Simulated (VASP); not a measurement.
Write the native input for VASP 6.6.1 that does the following.

```yaml
Task: relaxation of cell and atoms
Functional: revPBE
Potentials_or_basis: VASP PAW PBE potentials, release 64 (Sn_d)
Cutoff: 600 eV
k_mesh: 9 × 9 × 9
Occupations: fermi-dirac, width 0.05 eV
Spin: no spin polarisation
Dipole_correction: no
Further_INCAR_settings: ALGO = Normal; EDIFF = 1e-06; IBRION = 2; EDIFFG = -0.01; NSW = 60; ISIF = 3
```

The structure of Sn lies in POSCAR:

```
Sn
1.0
   -2.9401404553      2.9401404553      1.5993019889
    2.9401404553     -2.9401404553      1.5993019889
    2.9401404553      2.9401404553     -1.5993019889
Sn
2
Direct
    0.0000000000      0.0000000000      0.0000000000
    0.7500000000      0.2500000000      0.5000000000
```

One way to write it, as run:

INCAR

```
PREC = Accurate
ENCUT = 600
EDIFF = 1E-6
ISMEAR = -1
SIGMA = 0.05
LREAL = False
LASPH = True
NELM = 100
ALGO = Normal
ISIF = 3
LWAVE = False
LCHARG = False
GGA = RE
IBRION = 2
NSW = 60
EDIFFG = -0.01
```

KPOINTS

```
regular mesh
0
Gamma
  9 9 9
```

Potentials or basis: VASP PAW PBE potentials, release 64 (Sn_d).

Run with:

```sh
$ cat potpaw_PBE.64/Sn_d/POTCAR > POTCAR
$ mpirun -np 1 vasp_std > vasp.out
```

It gave:

The relaxed volume is 29.04 Å³/atom. The relaxed cell is a = 4.531 Å, b = 4.531 Å, c = 4.531 Å, α = 97.37°, β = 97.37°, γ = 138.04° and the space group after relaxing (to 0.05 Å) is I4_1/amd (No. 141). The energy gained by relaxing is 10.2 meV/atom. The ionic steps are 3. The pressure after relaxing is 0.0 GPa and the band gap on the k mesh is zero (band 14 reaches 8.43 eV, above the bottom of band 15 at 4.69 eV).

Caveat: the PAW data sets were made with another functional, which shifts forces and pressure a little; spin-orbit coupling is left out, which moves the levels of the heavy elements.

Run time: 3.8 min on 1 thread of Intel Xeon 6975P-C, with other jobs on the host, peak memory 0.26 GiB.
